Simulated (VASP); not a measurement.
A run of VASP 6.6.1 is set up as follows.

File INCAR:

```
PREC = Accurate
ENCUT = 520
EDIFF = 1E-6
ISMEAR = 0
SIGMA = 0.05
LREAL = F
LASPH = T
NELM = 60
ALGO = Normal
ISIF = 2
LWAVE = F
LCHARG = F
GGA = CA
NBANDS = 16
```

Contents of KPOINTS:

```
regular mesh
0
Gamma
  9 9 6
```

Contents of POSCAR:

```
AlN
1.0
    3.2043322161      0.0000000000      0.0000000000
   -1.6021661081      2.7750331013      0.0000000000
    0.0000000000      0.0000000000      5.1273400000
Al N
2 2
Direct
    0.3333333333      0.6666666667      0.0000000000
    0.6666666667      0.3333333333      0.5000000000
    0.3333333333      0.6666666667      0.3850000000
    0.6666666667      0.3333333333      0.8850000000
```

Potentials or basis: VASP PAW LDA potentials, release 64 (Al, N).

Run with:

```sh
$ cat potpaw_LDA.64/Al/POTCAR potpaw_LDA.64/N/POTCAR > POTCAR
$ mpirun -np 1 vasp_std > vasp.out
```

**Question.** What does it give for the band gap on the k mesh?

**Answer.** 3.42 eV, direct.

**Question.** Predict the largest force.

**Answer.** 0.180 eV/Å.

**Question.** What does it give for the pressure?

**Answer.** -18.4 GPa.

Forces on the atoms (eV/Å):
```
Al   0.000  0.000  0.180
Al   0.000  0.000  0.180
N    0.000  0.000 -0.180
N    0.000  0.000 -0.180
```

Caveat: the cell differs from its parent crystal (strain +0.030 along x and y, +0.030 along z).
